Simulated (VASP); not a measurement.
Input of a VASP 6.6.1 run:

INCAR

```
ALGO = Normal ; EDIFF = 1E-6
ENCUT = 520 ; GGA = PE
ISIF = 2 ; ISMEAR = -1
LASPH = T ; LCHARG = F
LREAL = F ; LWAVE = F
NBANDS = 14 ; NELM = 60
PREC = Accurate ; SIGMA = 0.08
```

File KPOINTS:

```
k-points
0
Gamma
  14 14 8
```

The input POSCAR:

```
Cl
1.0
    2.5339487350      0.0000000000      0.0000000000
   -1.2669743675      2.1944639764      0.0000000000
    0.0000000000      0.0000000000      3.7107762221
Cl
2
Direct
    0.3333333333      0.6666666667      0.2500000000
    0.6666666667      0.3333333333      0.7500000000
```

Potentials or basis: VASP PAW PBE potentials, release 64 (Cl).

Launch:

```bash
$ cat potpaw_PBE.64/Cl/POTCAR > POTCAR
$ mpirun -np 1 vasp_std > vasp.out
```

Problem. Estimate the pressure.

Solution. 130.4 GPa.

Problem. Estimate the band gap on the k mesh.

Solution. Zero (band 7 reaches 15.79 eV, above the bottom of band 8 at 10.26 eV).
